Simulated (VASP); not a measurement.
# SiGe (P6_3mc) in VASP: single point with r2SCAN

Aim: the single point of SiGe with r2SCAN.

Everything below comes from runs of VASP 6.6.1. Logs are shortened: lines on timing, memory, paths and dates and some standing lists are left out, and cuts for length are marked.

### Step 1. The cell of the first run

It takes space group P6_3mc (No. 186, hexagonal). The conventional cell has a = 3.904 Å, b = 3.904 Å, c = 5.970 Å, α = 90.00°, β = 90.00°, γ = 120.00°. Si (site symmetry 3m) has 4 Ge at 2.23 to 2.38 Å within 3.0 Å. Within 3.0 Å of Ge (site symmetry 3m) lie 4 Si at 2.23 to 2.38 Å.

### Step 2. Single point, r2SCAN (strain -0.0750 x Voigt [0, 0, 1, 0, 0, 0])

POSCAR reads:

```
SiGe
1.0
    3.9043776430      0.0000000000      0.0000000000
   -1.9521888215      3.3812902248      0.0000000000
    0.0000000000      0.0000000000      5.9696536922
Si Ge
2 2
Direct
    0.6666666667      0.3333333333      0.8744661518
    0.3333333333      0.6666666667      0.3744661518
    0.6666666667      0.3333333333      0.5005328482
    0.3333333333      0.6666666667      0.0005328482
```

INCAR.step1 reads:

```
SYSTEM = SiGe
  PREC = Accurate
  ENCUT = 520
  ISMEAR = 0
  SIGMA = 0.05
  LREAL = .False.
  LASPH = .True.
  NELM = 100
  NBANDS = 26
  GGA = PE
  ALGO = Normal
  EDIFF = 1E-4
  LWAVE = .True.
  LCHARG = .False.
```

INCAR.step2 reads:

```
SYSTEM = SiGe
  PREC = Accurate
  ENCUT = 520
  EDIFF = 1E-6
  ISMEAR = 0
  SIGMA = 0.05
  LREAL = .False.
  LASPH = .True.
  NELM = 100
  ALGO = Normal
  ISIF = 2
  LWAVE = .False.
  LCHARG = .False.
  METAGGA = R2SCAN
  LMIXTAU = .True.
  NBANDS = 26
  ISTART = 1
```

KPOINTS reads:

```
regular mesh
0
Gamma
  12 12 4
  0 0 0
```

Potentials or basis: VASP PAW PBE potentials, release 64 (Si, Ge_d).

The run is started by

```sh
> cat potpaw_PBE.64/Si/POTCAR potpaw_PBE.64/Ge_d/POTCAR > POTCAR
> cp INCAR.step1 INCAR
> mpirun -np 1 vasp_std > vasp.out
> cp INCAR.step2 INCAR
> mpirun -np 1 vasp_std > vasp.out
```

OUTCAR:

```text
SYSTEM = SiGe
   PREC = Accurate
   ENCUT = 520
   EDIFF = 1E-6
   ISMEAR = 0
   LREAL = .False.
   LASPH = .True.
   NELM = 100
   ISIF = 2
   METAGGA = R2SCAN
   ISTART = 1

 ion  position               nearest neighbor table
   1  0.667  0.333  0.874-   3 2.23   4 2.38   4 2.38   4 2.38
   2  0.333  0.667  0.374-   4 2.23   3 2.38   3 2.38   3 2.38
   3  0.667  0.333  0.501-   1 2.23   2 2.38   2 2.38   2 2.38
   4  0.333  0.667  0.001-   2 2.23   1 2.38   1 2.38   1 2.38

  LATTYP: Found a hexagonal cell.
 ALAT       =     3.9043776430
 C/A-ratio  =     1.5289642135

  Lattice vectors:

 A1 = (   3.9043776430,   0.0000000000,   0.0000000000)
 A2 = (  -1.9521888215,   3.3812902248,   0.0000000000)
 A3 = (   0.0000000000,   0.0000000000,   5.9696536922)

Analysis of symmetry for initial positions (statically):
=====================================================================
 Subroutine PRICEL returns:
 Original cell was already a primitive cell.

 Routine SETGRP: Setting up the symmetry group for a
 hexagonal supercell.

 Subroutine GETGRP returns: Found 12 space group operations
 (whereof  6 operations were pure point group operations)
 out of a pool of 24 trial point group operations.

The static configuration has the point symmetry C_3v.
 The point group associated with its full space group is C_6v.

Analysis of symmetry for dynamics (positions and initial velocities):
=====================================================================
 Subroutine PRICEL returns:
 Original cell was already a primitive cell.

 Routine SETGRP: Setting up the symmetry group for a
 hexagonal supercell.

 Subroutine GETGRP returns: Found 12 space group operations
 (whereof  6 operations were pure point group operations)
 out of a pool of 24 trial point group operations.

The dynamic configuration has the point symmetry C_3v.
 The point group associated with its full space group is C_6v.

 Subroutine INISYM returns: Found 12 space group operations
 (whereof  6 operations are pure point group operations),
 and found     1 'primitive' translations

----------------------------------------------------------------------------------------

                                     Primitive cell

  volume of cell :      78.8104

  direct lattice vectors                    reciprocal lattice vectors
     3.904377643  0.000000000  0.000000000     0.256122766  0.147872548  0.000000000
    -1.952188822  3.381290225  0.000000000     0.000000000  0.295745095  0.000000000
     0.000000000  0.000000000  5.969653692     0.000000000  0.000000000  0.167513905

  length of vectors
[... 90 lines left out ...]
   IBRION =     -1    ionic relax: 0-MD 1-quasi-New 2-CG
   NFREE  =      0    steps in history (QN), initial steepest desc. (CG)
   ISIF   =      2    stress and relaxation
   ISYM   =      2    0-nonsym 1-usesym 2-fastsym
   POTIM  = 0.5000    time-step for ionic-motion
   TEBEG  =    0.0;   TEEND  =   0.0 temperature during run
   PSTRESS=    0.0 pullay stress
   NELECT =      36.0000    total number of electrons
   NUPDOWN=      -1.0000    fix difference up-down
   EMIN   =  10.00;   EMAX   =-10.00  energy-range for DOS
   EFERMI =   0.00;   METHOD = LEGACY
   ISMEAR =     0;   SIGMA  =   0.05  broadening in eV -4-tet -1-fermi 0-gaus
   EFERMI_NEDOS =   21; number of points for ismear=-14 and -15
   IALGO  =     38    algorithm
   IMIX   =      4    mixing-type and parameters
     AMIX     =   0.40;   BMIX     =  1.00
     AMIX_MAG =   1.60;   BMIX_MAG =  1.00
  volume/ion in A,a.u.               =      19.70       132.96
  Fermi-wavevector in a.u.,A,eV,Ry     =   1.260805  2.382576 21.628213  1.589629
  Thomas-Fermi vector in A             =   2.394296
   LORBIT       =      0    0 simple, 1 ext, 2 COOP (PROOUT), +10 PAW based schemes
   METAGGA = R2SCAN    functional components
   LHFCALC =     F    Hartree Fock is set to
   AEXX    =    0.0000 exact exchange contribution
   IVDW    =     0    specifies the selected vdW correction
   LEPSILON=     F    determine dielectric tensor
   LRPA    =     F    only Hartree local field effects (RPA)
 non-spin polarized calculation
 Gauss-broadening in eV      SIGMA  =   0.05
  energy-cutoff  :      520.00
  volume of cell :       78.81
 maximum number of plane-waves:      2146
 NGX is ok and might be reduce to    30
   NGX = 15   NGY = 15   NGZ = 23

 number of electron      35.9999976 magnetization

 Free energy of the ion-electron system (eV)
  ---------------------------------------------------
  ext. energy  EPLUGINS =         0.00000000
  ---------------------------------------------------
  free energy    TOTEN  =       -44.73658078 eV

  energy without entropy =      -44.73645052  energy(sigma->0) =      -44.73651565

 E-fermi :   6.3942     XC(G=0): -10.7328

 val. band max:        6.3598572770   @ k =   0.0000   0.0000   0.0000
 cond. band min:       6.4244992692   @ k =   0.0000   0.0000   0.0000
 fundamental gap:      0.0646419922
 Fermi energy:         6.3941500900

 k-point     1 :       0.0000    0.0000    0.0000
  band No.  band energies     occupation
      1     -19.0137      2.00000
      2     -19.0108      2.00000
      3     -18.9910      2.00000
      4     -18.9910      2.00000
      5     -18.9855      2.00000
      6     -18.9855      2.00000
[... 685 lines left out ...]
     25      13.9736      0.00000
     26      14.0024      0.00000

 [... further k-points ...]

------------------------ aborting loop because EDIFF is reached ----------------------------------------

  FORCE on cell =-STRESS in cart. coord.  units (eV):
  Direction    XX          YY          ZZ          XY          YZ          ZX
  --------------------------------------------------------------------------------------
  -------------------------------------------------------------------------------------
  Total        0.5012924      0.5012924     12.1598463      0.0000000      0.0000000     -0.0000000
  in kB       10.1910349     10.1910349    247.2038688      0.0000000      0.0000000     -0.0000000
  external PRESSURE =      89.1953129 kB  Pullay stress =       0.0000000 kB

 VOLUME and BASIS-vectors are now :
 -----------------------------------------------------------------------------
  energy-cutoff  :      520.00
  volume of cell :       78.81
      direct lattice vectors                 reciprocal lattice vectors
     3.904377643  0.000000000  0.000000000     0.256122766  0.147872548  0.000000000
    -1.952188822  3.381290225  0.000000000     0.000000000  0.295745095  0.000000000
     0.000000000  0.000000000  5.969653692     0.000000000  0.000000000  0.167513905

 POSITION                                       TOTAL-FORCE (eV/Angst)
 -----------------------------------------------------------------------------------
      1.95219      1.12710      5.22026        -0.000000     -0.000000      1.268404
     -0.00000      2.25419      2.23543        -0.000000      0.000000      1.268404
      1.95219      1.12710      2.98801         0.000000      0.000000     -1.268404
     -0.00000      2.25419      0.00318        -0.000000     -0.000000     -1.268404
 -----------------------------------------------------------------------------------
    total drift:                               -0.000000     -0.000000      0.003668

  FREE ENERGIE OF THE ION-ELECTRON SYSTEM (eV)
  ---------------------------------------------------
  free  energy   TOTEN  =       -44.7365807783 eV

  energy  without entropy=      -44.7364505182  energy(sigma->0) =      -44.73651565
```

Wall time 3.5 min (1 thread of AMD EPYC 9R45 (Zen 5), shared host); peak memory 0.24 GiB.

What came out:

* Free energy: -44.7366 eV
* Pressure: 8.9 GPa
* Largest force: 1.268 eV/Å
* Band gap on the k mesh: 0.06 eV, direct

Forces on the atoms (eV/Å):
```
Si   0.000  0.000  1.268
Si   0.000  0.000  1.268
Ge   0.000  0.000 -1.268
Ge   0.000  0.000 -1.268
```

Stress tensor (GPa, compression positive):
```
 1.02  0.00  0.00
 0.00  1.02  0.00
 0.00  0.00 24.72
```

Caveat: the cell differs from its parent crystal (strain -0.0750 x Voigt [0, 0, 1, 0, 0, 0]); the PAW data sets were made with another functional, which shifts forces and pressure a little. A k mesh can miss the band edges.
